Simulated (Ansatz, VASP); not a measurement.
# PbSe in VASP and in Ansatz

The input INCAR:

```
SYSTEM = PbSe
PREC = Accurate
ENCUT = 500
EDIFF = 1E-6
ISMEAR = 0
SIGMA = 0.05
LREAL = .False.
LASPH = .True.
NELM = 120
ALGO = Normal
ISIF = 2
LWAVE = .False.
LCHARG = .True.
GGA = PS
IVDW = 12
LELF = .True.
LVHAR = .True.
NBANDS = 17
GGA_COMPAT = .False.
```

Contents of KPOINTS:

```
regular mesh
0
Gamma
  6 6 6
  0 0 0
```

Contents of POSCAR:

```
PbSe
1.0
    0.0000000000      3.0108747684      3.0108747684
    3.0108747684      0.0000000000      3.0108747684
    3.0108747684      3.0108747684      0.0000000000
Pb Se
1 1
Direct
    0.5000000000      0.5000000000      0.5000000000
    0.0000000000      0.0000000000      0.0000000000
```

Input for Ansatz:

```yaml
crystal:
  lattice:
    - [0.0, 3.0108747684, 3.0108747684]
    - [3.0108747684, 0.0, 3.0108747684]
    - [3.0108747684, 3.0108747684, 0.0]
  atoms:
    - { symbol: Pb, position: [0.5, 0.5, 0.5] }
    - { symbol: Se, position: [0.0, 0.0, 0.0] }
basis:
  ecutwfc: 420
  ecutrho_ratio: 4
kpoints:
  mp_grid: { grid: [6, 6, 6] }
hamiltonian:
  xc: pbesol
  dispersion: d3bj
scf:
  occupations: { method: gaussian, width: 0.05 }
output:
  forces: true
  stress: true
  eigenvalues: true
```

Alike in both runs: task single point; functional PBEsol; dispersion D3(BJ); k mesh 6 × 6 × 6; occupations gaussian, width 0.05 eV; no spin polarisation.

|  | VASP | Ansatz |
| --- | --- | --- |
| version | VASP 6.6.1 | Ansatz 0.2.0 |
| potentials or method | VASP PAW PBE potentials, release 64 (Pb_d, Se), cutoff 500 eV | scalar-relativistic, plane waves, PAW |
| valence electrons in the cell | 20 | 30 |

```tsv
	VASP	Ansatz	Ansatz less VASP
gap on the k mesh at the Fermi level (eV)	0.03	0.03	-0.003
least direct gap on the mesh (eV)	0.03	0.03	-0.003
pressure (GPa)	-0.1	-0.1	-0.01
```

VASP's potentials were made for PBE, not for PBEsol. VASP's potentials hold 20 valence electrons a cell and Ansatz's 30, so a difference there can come from the potentials and not from the codes.

Spin-orbit coupling is off throughout.
